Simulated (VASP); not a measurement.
Here is a VASP 6.6.1 calculation.

Contents of INCAR:

```
PREC = Accurate
ENCUT = 600
EDIFF = 1E-6
ISMEAR = -1
SIGMA = 0.02
LREAL = False
LASPH = True
NELM = 80
ALGO = Normal
ISIF = 3
LWAVE = False
LCHARG = False
IBRION = 2
NSW = 80
EDIFFG = -0.005
```

KPOINTS

```
Automatic mesh
0
Gamma
  8 8 8
```

POSCAR

```
TlSbO2
1.0
    1.7724143108      1.0233038795      6.5739520690
   -1.7724143108      1.0233038795      6.5739520690
    0.0000000000     -2.0466077589      6.5739520690
Tl Sb O
1 1 2
Direct
    1.0000000000      0.0000000000      0.0000000000
    0.5000000000      0.5000000000      0.5000000000
    0.2271168170      0.2271168170      0.2271168170
    0.7728831830      0.7728831830      0.7728831830
```

Potentials or basis: VASP PAW LDA potentials, release 64 (Tl_d, Sb, O).

The run is started by

```bash
$ cat potpaw_LDA.64/Tl_d/POTCAR potpaw_LDA.64/Sb/POTCAR potpaw_LDA.64/O/POTCAR > POTCAR
$ mpirun -np 1 vasp_std > vasp.out
```

Task: Estimate the space group after relaxing (to 0.1 Å).

Result: R-3m (No. 166).

Task: Estimate the relaxed volume.

Result: 16.35 Å³/atom.

Forces on the atoms (eV/Å):
```
Tl   0.000  0.000  0.000
Sb   0.000  0.000  0.000
O    0.000  0.000  0.002
O    0.000  0.000 -0.002
```
